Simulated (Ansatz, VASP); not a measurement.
# SnO: VASP beside Ansatz

```xyz
4
Lattice="3.7919 0.0000 0.0000 0.0000 3.7919 0.0000 0.0000 0.0000 4.7799" Properties=species:S:1:pos:R:3 pbc="T T T"
Sn    1.8960    0.0000    1.1476
Sn    0.0000    1.8960    3.6323
O     0.0000    0.0000    0.0000
O     1.8960    1.8960    0.0000
```

Alike in both runs: functional r2SCAN; dispersion rVV10; k mesh 5 × 5 × 4; no spin polarisation.

Ansatz relaxed the structure, and its values are those at the end. VASP's run is a single point on that final structure, the one shown.

```csv
,VASP,Ansatz
version,VASP 6.6.1,Ansatz 0.2.0
potentials or method,"VASP PAW PBE potentials, release 64 (Sn_d, O), cutoff 520 eV","plane waves, PAW"
occupations,"methfessel-paxton of order 1, width 0.3 eV","cold, width 0.3 eV"
valence electrons in the cell,40,40
```

VASP gave:

- pressure (GPa): 0.7
- rms of the force components (eV/Å): 0.057

Task: Which values does Ansatz return?

Result: Pressure (GPa): 0.0; rms of the force components (eV/Å): 0.000.

VASP's potentials were made for PBE, not for r2SCAN. Ansatz's warnings: smearing energy in gap, stress scf threshold loose.
